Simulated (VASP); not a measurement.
# Al (Fm-3m) in VASP: elastic constants with PBEsol

Aim: the elastic constants of Al with PBEsol.

Program: VASP 6.6.1. These are calculated values, not measurements. Logs are shortened: lines on timing, memory, paths and dates and some standing lists are left out, and cuts for length are marked.

## 1. The cell of the first run

The structure is cubic, space group Fm-3m (No. 225). Conventional cell: a = 3.971 Å, b = 3.971 Å, c = 3.971 Å, α = 90.00°, β = 90.00°, γ = 90.00°. Within 3.7 Å of Al (site symmetry m-3m) lie 12 Al at 2.81 Å.

## 2. Elastic constants, PBEsol

The input, INCAR:

```
PREC = Accurate
ENCUT = 600
EDIFF = 1E-8
ISMEAR = -1
SIGMA = 0.15
LREAL = F
LASPH = T
NELM = 80
ALGO = Normal
ISIF = 3
LWAVE = F
LCHARG = T
GGA = PS
NBANDS = 8
IBRION = 6
NFREE = 2
POTIM = 0.015
NSW = 1
```

The input, KPOINTS:

```
regular mesh
0
Gamma
  20 20 20
```

The input, POSCAR:

```
Al
1.0
    0.0000000000      1.9855681691      1.9855681691
    1.9855681691      0.0000000000      1.9855681691
    1.9855681691      1.9855681691      0.0000000000
Al
1
Direct
    0.0000000000      0.0000000000      0.0000000000
```

Potentials or basis: VASP PAW PBE potentials, release 64 (Al).

Run with:

```bash
$ cat potpaw_PBE.64/Al/POTCAR > POTCAR
$ mpirun -np 1 vasp_std > vasp.out
```

OUTCAR:

```text
PREC = Accurate
   ENCUT = 600
   EDIFF = 1E-8
   ISMEAR = -1
   LREAL = F
   LASPH = T
   NELM = 80
   ISIF = 3
   GGA = PS
   IBRION = 6
   NFREE = 2
   POTIM = 0.015
   NSW = 1

 ion  position               nearest neighbor table
   1  0.000  0.000  0.000-

  LATTYP: Found a face centered cubic cell.
 ALAT       =     3.9711363382

  Lattice vectors:

 A1 = (   0.0000000000,   1.9855681691,   1.9855681691)
 A2 = (   1.9855681691,   0.0000000000,   1.9855681691)
 A3 = (   1.9855681691,   1.9855681691,   0.0000000000)

Analysis of symmetry for initial positions (statically):
=====================================================================
 Subroutine PRICEL returns:
 Original cell was already a primitive cell.

 Routine SETGRP: Setting up the symmetry group for a
 face centered cubic supercell.

 Subroutine GETGRP returns: Found 48 space group operations
 (whereof 48 operations were pure point group operations)
 out of a pool of 48 trial point group operations.

The static configuration has the point symmetry O_h .

Analysis of symmetry for dynamics (positions and initial velocities):
=====================================================================
 Subroutine PRICEL returns:
 Original cell was already a primitive cell.

 Routine SETGRP: Setting up the symmetry group for a
 face centered cubic supercell.

 Subroutine GETGRP returns: Found 48 space group operations
 (whereof 48 operations were pure point group operations)
 out of a pool of 48 trial point group operations.

The dynamic configuration has the point symmetry O_h .

 Subroutine INISYM returns: Found 48 space group operations
 (whereof 48 operations are pure point group operations),
 and found     1 'primitive' translations

----------------------------------------------------------------------------------------

                                     Primitive cell

  volume of cell :      15.6561

  direct lattice vectors                    reciprocal lattice vectors
     0.000000000  1.985568169  1.985568169    -0.251817091  0.251817091  0.251817091
     1.985568169  0.000000000  1.985568169     0.251817091 -0.251817091  0.251817091
     1.985568169  1.985568169  0.000000000     0.251817091  0.251817091 -0.251817091

  length of vectors
     2.808017434  2.808017434  2.808017434     0.436159996  0.436159996  0.436159996

  position of ions in fractional coordinates (direct lattice)
     0.000000000  0.000000000  0.000000000

  ion indices of the primitive-cell ions
   primitive index   ion index
                 1           1

----------------------------------------------------------------------------------------

 KPOINTS: regular mesh

Automatic generation of k-mesh.
 Grid dimensions read from file:
 generate k-points for:   20   20   20

 Generating k-lattice:

  Cartesian coordinates                     Fractional coordinates (reciprocal lattice)
    -0.012590855  0.012590855  0.012590855     0.050000000  0.000000000  0.000000000
     0.012590855 -0.012590855  0.012590855     0.000000000  0.050000000  0.000000000
[... 95 lines left out ...]

--------------------------------------- Ionic step        1  -------------------------------------------

 number of electron       3.0000000 magnetization

 Free energy of the ion-electron system (eV)
  ---------------------------------------------------
  ext. energy  EPLUGINS =         0.00000000
  ---------------------------------------------------
  free energy    TOTEN  =        -4.10178958 eV

  energy without entropy =       -4.07290196  energy(sigma->0) =       -4.08734577

------------------------ aborting loop because EDIFF is reached ----------------------------------------

  FORCE on cell =-STRESS in cart. coord.  units (eV):
  Direction    XX          YY          ZZ          XY          YZ          ZX
  --------------------------------------------------------------------------------------
  -------------------------------------------------------------------------------------
  Total        0.3007974      0.3007974      0.3007974      0.0000000      0.0000000      0.0000000
  in kB       30.7822401     30.7822401     30.7822401      0.0000000      0.0000000      0.0000000
  external PRESSURE =      30.7822401 kB  Pullay stress =       0.0000000 kB
[... 86 lines left out ...]
  FREE ENERGIE OF THE ION-ELECTRON SYSTEM (eV)
  ---------------------------------------------------
  free  energy   TOTEN  =        -4.0957858694 eV

  energy  without entropy=       -4.0675270787  energy(sigma->0) =       -4.08165647

[... ionic steps 4 to 12 ...]

--------------------------------------- Ionic step       13  -------------------------------------------

 number of electron       3.0000000 magnetization

------------------------ aborting loop because EDIFF is reached ----------------------------------------
[... 65 lines left out ...]
--------------------------------------- Ionic step       15  -------------------------------------------

 number of electron       3.0000000 magnetization

 Free energy of the ion-electron system (eV)
  ---------------------------------------------------
  ext. energy  EPLUGINS =         0.00000000
  ---------------------------------------------------
  free energy    TOTEN  =        -4.10178959 eV

  energy without entropy =       -4.07290196  energy(sigma->0) =       -4.08734578

 E-fermi :   8.5244     XC(G=0): -10.4498

 val. band max:        8.5179432815   @ k =  -0.3000   0.4500   0.1500
 cond. band min:       8.5382628162   @ k =  -0.3000   0.5000   0.2000
 fundamental gap:      0.0203195347
 Fermi energy:         8.5244295787

 k-point     1 :       0.0000    0.0000    0.0000
  band No.  band energies     occupation
      1      -2.9902      2.00000
      2      21.3951      0.00000
      3      21.3951      0.00000
      4      21.3951      0.00000
      5      23.2930      0.00000
      6      23.2930      0.00000
      7      23.2930      0.00000
      8      25.3784      0.00000
[... 243 lines left out ...]
 k-point    24 :      -0.3500    0.0500    0.0000
  band No.  band energies     occupation
      1       0.8023      2.00000
      2       7.9451      1.95882
      3      18.1427      0.00000
      4      20.7163      0.00000
      5      20.8802      0.00000
      6      22.2266      0.00000
      7      23.9484      0.00000
      8      26.6061      0.00000

 [... further k-points ...]

------------------------ aborting loop because EDIFF is reached ----------------------------------------

  FORCE on cell =-STRESS in cart. coord.  units (eV):
  Direction    XX          YY          ZZ          XY          YZ          ZX
  --------------------------------------------------------------------------------------
  -------------------------------------------------------------------------------------
  Total        0.3007986      0.3007986      0.3007986      0.0000000      0.0000000     -0.0000000
  in kB       30.7823637     30.7823637     30.7823637      0.0000000      0.0000000     -0.0000000
  external PRESSURE =      30.7823637 kB  Pullay stress =       0.0000000 kB
[... 16 lines left out ...]
  FREE ENERGIE OF THE ION-ELECTRON SYSTEM (eV)
  ---------------------------------------------------
  free  energy   TOTEN  =        -4.1017895870 eV

  energy  without entropy=       -4.0729019650  energy(sigma->0) =       -4.08734578

 INTERNAL STRAIN TENSORS FROM STRAINED CELLS
 ============================================

 INTERNAL STRAIN TENSOR FOR ION    1 for displacements in x,y,z  (eV/Angst):
          X           Y           Z          XY          YZ          ZX
  --------------------------------------------------------------------------------
  x     0.00000    -0.00000    -0.00000     0.00000    -0.00000     0.00000
  y     0.00000     0.00000    -0.00000    -0.00000     0.00000     0.00000
  z    -0.00000     0.00000     0.00000     0.00000     0.00000    -0.00000

 INTERNAL STRAIN TENSORS FROM DISPLACED ATOMS
 ============================================

 INTERNAL STRAIN TENSOR FOR ION    1 for displacements in x,y,z  (eV/Angst):
          X           Y           Z          XY          YZ          ZX
  --------------------------------------------------------------------------------
  x     0.00000     0.00000     0.00000     0.00000     0.00000     0.00000
  y     0.00000     0.00000     0.00000     0.00000     0.00000     0.00000
  z     0.00000     0.00000     0.00000     0.00000     0.00000     0.00000

 Eigenvectors and eigenvalues of the dynamical matrix
 ----------------------------------------------------

   1 f  =    0.000000 THz     0.000000 2PiTHz    0.000000 cm-1     0.000000 meV
             X         Y         Z           dx          dy          dz
      0.000000  0.000000  0.000000     0.707107    0.000000   -0.707107

   2 f  =    0.000000 THz     0.000000 2PiTHz    0.000000 cm-1     0.000000 meV
             X         Y         Z           dx          dy          dz
      0.000000  0.000000  0.000000     0.000000   -1.000000    0.000000

   3 f/i=    0.000000 THz     0.000000 2PiTHz    0.000000 cm-1     0.000000 meV
             X         Y         Z           dx          dy          dz
      0.000000  0.000000  0.000000     0.707107    0.000000    0.707107

--------------------------------------------------------------------------------------------------------

 ELASTIC MODULI CONTR FROM IONIC RELAXATION (kBar)
 Direction    XX          YY          ZZ          XY          YZ          ZX
 --------------------------------------------------------------------------------
 XX           0.0000      0.0000      0.0000      0.0000      0.0000      0.0000
 YY           0.0000      0.0000      0.0000      0.0000      0.0000      0.0000
 ZZ           0.0000      0.0000      0.0000      0.0000      0.0000      0.0000
 XY           0.0000      0.0000      0.0000      0.0000      0.0000      0.0000
 YZ           0.0000      0.0000      0.0000      0.0000      0.0000      0.0000
 ZX           0.0000      0.0000      0.0000      0.0000      0.0000      0.0000
 --------------------------------------------------------------------------------

 TOTAL ELASTIC MODULI (kBar)
 Direction    XX          YY          ZZ          XY          YZ          ZX
 --------------------------------------------------------------------------------
 XX        1302.1929    739.1066    739.1066      0.0000      0.0000      0.0000
 YY         739.1066   1302.1929    739.1066      0.0000     -0.0000      0.0000
 ZZ         739.1066    739.1066   1302.1929      0.0000     -0.0000      0.0000
 XY           0.0000      0.0000      0.0000    458.2124      0.0000     -0.0000
 YZ           0.0000     -0.0000     -0.0000      0.0000    458.2124     -0.0000
 ZX           0.0000      0.0000      0.0000     -0.0000     -0.0000    458.2124
 --------------------------------------------------------------------------------
```

Run time: 26 min. Hardware: 1 thread of Intel Xeon 8259CL, shared host; peak memory 0.56 GiB.

What came out:

```yaml
Elastic_constants_C11_C12_C44: 130, 74, 46 GPa
Voigt_bulk_modulus: 93 GPa
```

Elastic tensor in Voigt notation (GPa, in the Cartesian axes of the cell as first typed):
```
130  74  74   0   0   0
 74 130  74   0   0   0
 74  74 130   0   0   0
  0   0   0  46   0   0
  0   0   0   0  46   0
  0   0   0   0   0  46
```

Clamped-ion elastic tensor (GPa):
```
130  74  74   0   0   0
 74 130  74   0   0   0
 74  74 130   0   0   0
  0   0   0  46   0   0
  0   0   0   0  46   0
  0   0   0   0   0  46
```

Caveat: the cell is under stress, which shifts elastic constants; the PAW data sets were made with another functional, which shifts forces and pressure a little.
